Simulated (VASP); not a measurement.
# MoSe (Fm-3m) in VASP: notebook

The runs below take MoSe through single point, with PBEsol.

Program: VASP 6.6.1. These are calculated values, not measurements. Logs are shortened: lines on timing, memory, paths and dates and some standing lists are left out, and cuts for length are marked.

**1. The cell of the first run**

The structure is cubic, space group Fm-3m (No. 225). The conventional cell has a = 4.897 Å, b = 4.897 Å, c = 4.897 Å, α = 90.00°, β = 90.00°, γ = 90.00°. Mo (site symmetry m-3m) has 6 Se at 2.45 Å within 3.2 Å. Se (site symmetry m-3m) has 6 Mo at 2.45 Å within 3.2 Å.

**2. Single point, PBEsol, collinear spin**

INCAR

```
  PREC = Accurate
  ENCUT = 520
  EDIFF = 1E-7
  ISMEAR = 0
  SIGMA = 0.1
  LREAL = False
  LASPH = True
  NELM = 150
  ALGO = Normal
  ISIF = 2
  LWAVE = False
  LCHARG = False
  ISPIN = 2
  MAGMOM = 3.5 0
  LORBIT = 11
  LMAXMIX = 4
  GGA = PS
  NBANDS = 21
```

KPOINTS

```
regular mesh
0
Gamma
  14 14 14
```

POSCAR

```
MoSe
1.0
    0.0000000000      2.4486029321      2.4486029321
    2.4486029321      0.0000000000      2.4486029321
    2.4486029321      2.4486029321      0.0000000000
Mo Se
1 1
Direct
    0.0000000000      0.0000000000      0.0000000000
    0.5000000000      0.5000000000      0.5000000000
```

Potentials or basis: VASP PAW PBE potentials, release 64 (Mo_sv, Se).

The run is started by

```
> cat potpaw_PBE.64/Mo_sv/POTCAR potpaw_PBE.64/Se/POTCAR > POTCAR
> mpirun -np 1 vasp_std > vasp.out
```

OUTCAR:

```text
PREC = Accurate
   ENCUT = 520
   EDIFF = 1E-7
   ISMEAR = 0
   LREAL = False
   LASPH = True
   NELM = 150
   ISIF = 2
   ISPIN = 2
   LORBIT = 11
   GGA = PS

 ion  position               nearest neighbor table
   1  0.000  0.000  0.000-   2 2.45   2 2.45   2 2.45   2 2.45   2 2.45   2 2.45
   2  0.500  0.500  0.500-   1 2.45   1 2.45   1 2.45   1 2.45   1 2.45   1 2.45

  LATTYP: Found a face centered cubic cell.
 ALAT       =     4.8972058642

  Lattice vectors:

 A1 = (   0.0000000000,   2.4486029321,   2.4486029321)
 A2 = (   2.4486029321,   0.0000000000,   2.4486029321)
 A3 = (   2.4486029321,   2.4486029321,   0.0000000000)

Analysis of symmetry for initial positions (statically):
=====================================================================
 Subroutine PRICEL returns:
 Original cell was already a primitive cell.

 Routine SETGRP: Setting up the symmetry group for a
 face centered cubic supercell.

 Subroutine GETGRP returns: Found 48 space group operations
 (whereof 48 operations were pure point group operations)
 out of a pool of 48 trial point group operations.

The static configuration has the point symmetry O_h .

Analysis of symmetry for dynamics (positions and initial velocities):
=====================================================================
 Subroutine PRICEL returns:
 Original cell was already a primitive cell.

 Routine SETGRP: Setting up the symmetry group for a
 face centered cubic supercell.

 Subroutine GETGRP returns: Found 48 space group operations
 (whereof 48 operations were pure point group operations)
 out of a pool of 48 trial point group operations.

The dynamic configuration has the point symmetry O_h .

Analysis of structural, dynamic, and magnetic symmetry:
=====================================================================
 Subroutine PRICEL returns:
 Original cell was already a primitive cell.

 Routine SETGRP: Setting up the symmetry group for a
 face centered cubic supercell.

 Subroutine GETGRP returns: Found 48 space group operations
 (whereof 48 operations were pure point group operations)
 out of a pool of 48 trial point group operations.

The overall configuration has the point symmetry O_h .

 Subroutine INISYM returns: Found 48 space group operations
 (whereof 48 operations are pure point group operations),
 and found     1 'primitive' translations

----------------------------------------------------------------------------------------

                                     Primitive cell

  volume of cell :      29.3620

  direct lattice vectors                    reciprocal lattice vectors
     0.000000000  2.448602932  2.448602932    -0.204198073  0.204198073  0.204198073
     2.448602932  0.000000000  2.448602932     0.204198073 -0.204198073  0.204198073
     2.448602932  2.448602932  0.000000000     0.204198073  0.204198073 -0.204198073

  length of vectors
     3.462847475  3.462847475  3.462847475     0.353681437  0.353681437  0.353681437

  position of ions in fractional coordinates (direct lattice)
     0.000000000  0.000000000  0.000000000
     0.500000000  0.500000000  0.500000000

  ion indices of the primitive-cell ions
   primitive index   ion index
                 1           1
                 2           2

----------------------------------------------------------------------------------------

 KPOINTS: regular mesh

Automatic generation of k-mesh.
 Grid dimensions read from file:
 generate k-points for:   14   14   14

 Generating k-lattice:

  Cartesian coordinates                     Fractional coordinates (reciprocal lattice)
    -0.014585577  0.014585577  0.014585577     0.071428571  0.000000000  0.000000000
     0.014585577 -0.014585577  0.014585577     0.000000000  0.071428571  0.000000000
     0.014585577  0.014585577 -0.014585577     0.000000000  0.000000000  0.071428571

  Length of vectors
     0.025262960  0.025262960  0.025262960

  Shift w.r.t. Gamma in fractional coordinates (k-lattice)
     0.000000000  0.000000000  0.000000000

 Subroutine IBZKPT returns following result:
 ===========================================

 Found    104 irreducible k-points:

 Following reciprocal coordinates:
            Coordinates               Weight
  0.000000  0.000000  0.000000      1.000000
  0.071429  0.000000  0.000000      8.000000
  0.142857  0.000000  0.000000      8.000000
  0.214286  0.000000  0.000000      8.000000
  0.285714  0.000000  0.000000      8.000000
  0.357143  0.000000  0.000000      8.000000
[... 16 lines left out ...]
  0.214286  0.142857  0.000000     24.000000
  0.285714  0.142857  0.000000     24.000000
 [... further k-points ...]
   k-points           NKPTS =    104   k-points in BZ     NKDIM =    104   number of bands    NBANDS=     21
   number of dos      NEDOS =    301   number of ions     NIONS =      2
   total plane-waves  NPLWV =  21952
   dimension x,y,z NGX =    28 NGY =   28 NGZ =   28
   dimension x,y,z NGXF=    56 NGYF=   56 NGZF=   56
   ions per type =               1   1
   NGX,Y,Z   is equivalent  to a cutoff of  13.44, 13.44, 13.44 a.u.
   NGXF,Y,Z  is equivalent  to a cutoff of  26.88, 26.88, 26.88 a.u.
 SYSTEM =  unknown system
   PREC   = accura    normal or accurate (medium, high low for compatibility)
   ISTART =      0    job   : 0-new  1-cont  2-samecut
   ICHARG =      2    charge: 1-file 2-atom 10-const
   ISPIN  =      2    spin polarized calculation?
   LNONCOLLINEAR =      F non collinear calculations
   LSORBIT =      F    spin-orbit coupling
   LASPH  =      T    aspherical Exc in radial PAW
   ENCUT  =  520.0 eV  38.22 Ry    6.18 a.u.   6.44  6.44  6.44*2*pi/ulx,y,z
   NELM   =    150;   NELMIN=  2; NELMDL= -5     # of ELM steps
   EDIFF  = 0.1E-06   stopping-criterion for ELM
   LREAL  =      F    real-space projection
   EDIFFG = 0.1E-05   stopping-criterion for IOM
   NSW    =      0    number of steps for IOM
   IBRION =     -1    ionic relax: 0-MD 1-quasi-New 2-CG
   NFREE  =      0    steps in history (QN), initial steepest desc. (CG)
   ISIF   =      2    stress and relaxation
   ISYM   =      2    0-nonsym 1-usesym 2-fastsym
   POTIM  = 0.5000    time-step for ionic-motion
   TEBEG  =    0.0;   TEEND  =   0.0 temperature during run
   PSTRESS=    0.0 pullay stress
   NELECT =      20.0000    total number of electrons
   NUPDOWN=      -1.0000    fix difference up-down
   EMIN   =  10.00;   EMAX   =-10.00  energy-range for DOS
   EFERMI =   0.00;   METHOD = LEGACY
   ISMEAR =     0;   SIGMA  =   0.10  broadening in eV -4-tet -1-fermi 0-gaus
   EFERMI_NEDOS =   21; number of points for ismear=-14 and -15
   IALGO  =     38    algorithm
   IMIX   =      4    mixing-type and parameters
     AMIX     =   0.40;   BMIX     =  1.00
     AMIX_MAG =   1.60;   BMIX_MAG =  1.00
  volume/ion in A,a.u.               =      14.68        99.07
  Fermi-wavevector in a.u.,A,eV,Ry     =   1.440422  2.722003 28.229586  2.074816
  Thomas-Fermi vector in A             =   2.559168
   LORBIT       =     11    0 simple, 1 ext, 2 COOP (PROOUT), +10 PAW based schemes
   GGA     = PS    functional components
   LHFCALC =     F    Hartree Fock is set to
   AEXX    =    0.0000 exact exchange contribution
   IVDW    =     0    specifies the selected vdW correction
   LEPSILON=     F    determine dielectric tensor
   LRPA    =     F    only Hartree local field effects (RPA)
 spin polarized calculation
 Gauss-broadening in eV      SIGMA  =   0.10
  energy-cutoff  :      520.00
  volume of cell :       29.36
 maximum number of plane-waves:       808
 NGX is ok and might be reduce to    28
   NGX = 13   NGY = 13   NGZ = 13

 number of electron      20.0000000 magnetization       0.2009000

 number of electron      20.0000000 magnetization      -0.0002838

 Free energy of the ion-electron system (eV)
  ---------------------------------------------------
  ext. energy  EPLUGINS =         0.00000000
  ---------------------------------------------------
  free energy    TOTEN  =       -14.14062332 eV

  energy without entropy =      -14.13003627  energy(sigma->0) =      -14.13532980

 E-fermi :  12.2988     XC(G=0): -12.9146

 val. band max:       12.2847419183   @ k =   0.5000   0.1429   0.0000
 cond. band min:      12.3119586090   @ k =   0.5000   0.3571   0.0000
 fundamental gap:      0.0272166906
 Fermi energy:        12.2987533278

 spin component 1

 k-point     1 :       0.0000    0.0000    0.0000
  band No.  band energies     occupation
      1     -48.8398      1.00000
      2     -23.0205      1.00000
      3     -23.0205      1.00000
      4     -23.0205      1.00000
      5      -5.0097      1.00000
      6       9.5674      1.00000
[... 13 lines left out ...]
     20      29.4900      0.00000
     21      29.4900      0.00000

 k-point     2 :       0.0714    0.0000    0.0000
  band No.  band energies     occupation
      1     -48.8387      1.00000
      2     -23.0351      1.00000
      3     -23.0215      1.00000
      4     -23.0215      1.00000
      5      -4.9207      1.00000
      6       8.7448      1.00000
[... 13 lines left out ...]
     20      28.9756      0.00000
     21      29.9816      0.00000

 k-point     3 :       0.1429    0.0000    0.0000
  band No.  band energies     occupation
      1     -48.8356      1.00000
      2     -23.0756      1.00000
      3     -23.0242      1.00000
      4     -23.0242      1.00000
      5      -4.6617      1.00000
      6       7.5223      1.00000
[... 13 lines left out ...]
     20      28.3128      0.00000
     21      30.8208      0.00000
[... 457 lines left out ...]
 k-point    23 :       0.2143    0.1429    0.0000
  band No.  band energies     occupation
      1     -48.8307      1.00000
      2     -23.1055      1.00000
      3     -23.0458      1.00000
      4     -23.0418      1.00000
      5      -4.3131      1.00000
      6       5.8571      1.00000
[... 13 lines left out ...]
     20      30.4080      0.00000
     21      32.1608      0.00000

 k-point    24 :       0.2857    0.1429    0.0000
  band No.  band energies     occupation
      1     -48.8263      1.00000
      2     -23.1576      1.00000
      3     -23.0525      1.00000
      4     -23.0457      1.00000
      5      -3.9406      1.00000
      6       5.1633      1.00000
[... 13 lines left out ...]
     20      29.8893      0.00000
     21      32.2220      0.00000

 [... further k-points ...]

 spin component 2

 k-point     1 :       0.0000    0.0000    0.0000
  band No.  band energies     occupation
      1     -48.8401      1.00000
      2     -23.0208      1.00000
      3     -23.0208      1.00000
      4     -23.0208      1.00000
      5      -5.0097      1.00000
      6       9.5672      1.00000
[... 13 lines left out ...]
     20      29.4899      0.00000
     21      29.4899      0.00000

 k-point     2 :       0.0714    0.0000    0.0000
  band No.  band energies     occupation
      1     -48.8390      1.00000
      2     -23.0354      1.00000
      3     -23.0218      1.00000
      4     -23.0218      1.00000
      5      -4.9207      1.00000
      6       8.7447      1.00000
[... 13 lines left out ...]
     20      28.9754      0.00000
     21      29.9815      0.00000

 k-point     3 :       0.1429    0.0000    0.0000
  band No.  band energies     occupation
      1     -48.8359      1.00000
      2     -23.0759      1.00000
      3     -23.0246      1.00000
      4     -23.0246      1.00000
      5      -4.6616      1.00000
      6       7.5222      1.00000
[... 13 lines left out ...]
     20      28.3127      0.00000
     21      30.8207      0.00000
[... 457 lines left out ...]
 k-point    23 :       0.2143    0.1429    0.0000
  band No.  band energies     occupation
      1     -48.8310      1.00000
      2     -23.1058      1.00000
      3     -23.0462      1.00000
      4     -23.0421      1.00000
      5      -4.3131      1.00000
      6       5.8570      1.00000
[... 13 lines left out ...]
     20      30.4080      0.00000
     21      32.1607      0.00000

 k-point    24 :       0.2857    0.1429    0.0000
  band No.  band energies     occupation
      1     -48.8266      1.00000
      2     -23.1579      1.00000
      3     -23.0528      1.00000
      4     -23.0460      1.00000
      5      -3.9405      1.00000
      6       5.1632      1.00000
[... 13 lines left out ...]
     20      29.8892      0.00000
     21      32.2219      0.00000

 [... further k-points ...]

------------------------ aborting loop because EDIFF is reached ----------------------------------------

  FORCE on cell =-STRESS in cart. coord.  units (eV):
  Direction    XX          YY          ZZ          XY          YZ          ZX
  --------------------------------------------------------------------------------------
  -------------------------------------------------------------------------------------
  Total        6.3686604      6.3686604      6.3686604     -0.0000000     -0.0000000      0.0000000
  in kB      347.5150240    347.5150240    347.5150240     -0.0000000     -0.0000000      0.0000000
  external PRESSURE =     347.5150240 kB  Pullay stress =       0.0000000 kB

 VOLUME and BASIS-vectors are now :
 -----------------------------------------------------------------------------
  energy-cutoff  :      520.00
  volume of cell :       29.36
      direct lattice vectors                 reciprocal lattice vectors
     0.000000000  2.448602932  2.448602932    -0.204198073  0.204198073  0.204198073
     2.448602932  0.000000000  2.448602932     0.204198073 -0.204198073  0.204198073
     2.448602932  2.448602932  0.000000000     0.204198073  0.204198073 -0.204198073

 POSITION                                       TOTAL-FORCE (eV/Angst)
 -----------------------------------------------------------------------------------
      0.00000      0.00000      0.00000         0.000000      0.000000     -0.000000
      2.44860      2.44860      2.44860        -0.000000     -0.000000      0.000000
 -----------------------------------------------------------------------------------
    total drift:                               -0.000000      0.000000      0.000000

  FREE ENERGIE OF THE ION-ELECTRON SYSTEM (eV)
  ---------------------------------------------------
  free  energy   TOTEN  =       -14.1406233247 eV

  energy  without entropy=      -14.1300362741  energy(sigma->0) =      -14.13532980

 total charge

# of ion       s       p       d       tot
------------------------------------------
    1        2.248   6.154   4.364  12.766
    2        1.437   2.503   0.195   4.135
--------------------------------------------------
tot          3.685   8.657   4.559  16.901

 magnetization (x)

# of ion       s       p       d       tot
------------------------------------------
    1       -0.000  -0.000  -0.000  -0.000
    2        0.000   0.000  -0.000   0.000
--------------------------------------------------
tot         -0.000   0.000  -0.000  -0.000
```

Run time: 3.3 min. Hardware: 1 thread of Intel Xeon Platinum 8175M at 2.50GHz (Skylake/Cascade Lake), shared host; peak memory 0.24 GiB.

Results:

```
Free energy                                           : -14.1406 eV
Pressure                                              : 34.8 GPa
Band gap on the k mesh                                : zero (filled and empty bands overlap)
Net moment                                            : 0.00 μB per cell
Valence electrons inside the program's atomic spheres : Mo 12.77; Se 4.13
```

Caveat: the cell stands under pressure; the PAW data sets were made with another functional, which shifts forces and pressure a little.

**3. Single point, PBEsol, collinear spin**

This run uses another cell than the first one, of 15.71 Å³/atom.

INCAR

```
SYSTEM = MoSe
PREC     = Accurate       ! precision mode
ENCUT    = 520            ! plane-wave cutoff, eV
EDIFF    = 1E-6           ! SCF threshold, eV
ISMEAR   = 0              ! smearing method
SIGMA    = 0.1            ! smearing width, eV
LREAL    = .FALSE.        ! projectors in reciprocal space
LASPH    = .TRUE.         ! aspherical terms in the spheres
NELM     = 150            ! most SCF steps
ALGO     = Normal         ! electronic algorithm
ISIF     = 2              ! what is computed and relaxed
LWAVE    = .FALSE.        ! write WAVECAR
LCHARG   = .FALSE.        ! write CHGCAR
ISPIN    = 2              ! spin polarisation
MAGMOM   = 3.5 0          ! initial moments
LORBIT   = 11             ! projections on sites
LMAXMIX  = 4              ! l up to which the mixer works
GGA      = PS             ! functional
NBANDS   = 21             ! bands
```

KPOINTS

```
regular mesh
0
G
  14 14 14
  0 0 0
```

POSCAR

```
MoSe
1.0
    0.0000000000      2.5042719588      2.5042719588
    2.5042719588      0.0000000000      2.5042719588
    2.5042719588      2.5042719588      0.0000000000
Mo Se
1 1
Direct
    0.0000000000      0.0000000000      0.0000000000
    0.5000000000      0.5000000000      0.5000000000
```

Potentials or basis: VASP PAW PBE potentials, release 64 (Mo_sv, Se).

The run is started by

```
> cat potpaw_PBE.64/Mo_sv/POTCAR potpaw_PBE.64/Se/POTCAR > POTCAR
> mpirun -np 1 vasp_std > vasp.out
```

Wall time 3.8 min (1 thread of Intel Xeon Platinum 8175M at 2.50GHz (Skylake/Cascade Lake), shared host); peak memory 0.25 GiB.

Results (log left out):

```yaml
Free_energy: -14.4634 eV
Pressure: 16.7 GPa
Band_gap_on_the_k_mesh: zero (filled and empty bands overlap)
Net_moment: 0.00 μB per cell
Valence_electrons_inside_the_program's_atomic_spheres: Mo 12.61; Se 4.05
```

Levels at points of the mesh, in eV from the Fermi level:
Spin up:
| k point | band 8 | band 9 | band 10 | band 11 | band 12 | band 13 |
| --- | --- | --- | --- | --- | --- | --- |
| (0.00, 0.00, 0.00) | -2.44 | -2.31 | -2.31 | -2.31 | -1.91 | -1.91 |
| (0.50, 0.00, 0.00) | -6.27 | -0.10 | -0.10 | 0.75 | 2.47 | 5.73 |
| (0.50, 0.50, 0.00) | -4.03 | -4.03 | -0.87 | 0.65 | 0.65 | 1.81 |
Spin down:
| k point | band 7 | band 8 | band 9 | band 10 | band 11 | band 12 | band 13 | band 14 |
| --- | --- | --- | --- | --- | --- | --- | --- | --- |
| (0.00, 0.00, 0.00) | -2.44 | -2.44 | -2.31 | -2.31 | -2.31 | -1.91 | -1.91 | 3.74 |
| (0.50, 0.00, 0.00) | -6.27 | -6.27 | -0.10 | -0.10 | 0.75 | 2.47 | 5.73 | 5.73 |
| (0.50, 0.50, 0.00) | -4.38 | -4.03 | -4.03 | -0.87 | 0.66 | 0.66 | 1.81 | 3.44 |

Caveat: the cell stands under pressure; the PAW data sets were made with another functional, which shifts forces and pressure a little.

**4. Single point, PBEsol, collinear spin**

This run uses another cell than the first one, of 16.39 Å³/atom.

INCAR

```
SYSTEM = MoSe
  PREC = Accurate
  ENCUT = 520
  EDIFF = 1E-6
  ISMEAR = 0
  SIGMA = 0.1
  LREAL = .FALSE.
  LASPH = .TRUE.
  NELM = 150
  ALGO = Normal
  ISIF = 2
  LWAVE = .FALSE.
  LCHARG = .TRUE.
  ISPIN = 2
  MAGMOM = 3.5 0
  LORBIT = 11
  LMAXMIX = 4
  GGA = PS
  LELF = .TRUE.
  LVHAR = .TRUE.
  NBANDS = 21
```

KPOINTS is that of step 3.

POSCAR

```
MoSe
1.0
    0.0000000000      2.5400521065      2.5400521065
    2.5400521065      0.0000000000      2.5400521065
    2.5400521065      2.5400521065      0.0000000000
Mo Se
1 1
Direct
    0.0000000000      0.0000000000      0.0000000000
    0.5000000000      0.5000000000      0.5000000000
```

The run is started by

```
> cat potpaw_PBE.64/Mo_sv/POTCAR potpaw_PBE.64/Se/POTCAR > POTCAR
> mpirun -np 1 vasp_std > vasp.out
```

Wall time 4.2 min (1 thread of Intel Xeon Platinum 8175M at 2.50GHz (Skylake/Cascade Lake), shared host); peak memory 0.25 GiB.

It converged, with:

```yaml
Free_energy: -14.5658 eV
Pressure: 7.6 GPa
Band_gap_on_the_k_mesh: zero (filled and empty bands overlap)
Net_moment: 0.00 μB per cell
Valence_electrons_inside_the_program's_atomic_spheres: Mo 12.52; Se 4.01
```

Levels at points of the mesh, in eV from the Fermi level:
Spin up:
| k point | band 6 | band 7 | band 8 | band 9 | band 10 | band 11 | band 12 | band 13 | band 14 | band 15 |
| --- | --- | --- | --- | --- | --- | --- | --- | --- | --- | --- |
| (0.00, 0.00, 0.00) | -2.30 | -2.30 | -2.30 | -2.27 | -2.27 | -2.27 | -1.79 | -1.79 | 3.34 | 7.78 |
| (0.50, 0.00, 0.00) | -8.53 | -6.02 | -6.02 | -0.09 | -0.09 | 0.68 | 2.48 | 5.37 | 5.37 | 6.44 |
| (0.50, 0.50, 0.00) | -6.65 | -4.09 | -3.96 | -3.96 | -0.82 | 0.61 | 0.61 | 1.66 | 3.14 | 10.23 |
Spin down:
```tsv
k point	band 7	band 8	band 9	band 10	band 11	band 12	band 13	band 14
(0.00, 0.00, 0.00)	-2.30	-2.30	-2.27	-2.27	-2.27	-1.79	-1.79	3.34
(0.50, 0.00, 0.00)	-6.02	-6.02	-0.09	-0.09	0.68	2.48	5.37	5.37
(0.50, 0.50, 0.00)	-4.09	-3.96	-3.96	-0.82	0.61	0.61	1.66	3.14
```

Caveat: the cell stands under pressure; the PAW data sets were made with another functional, which shifts forces and pressure a little.

(Part 1 of 2 ends here.)
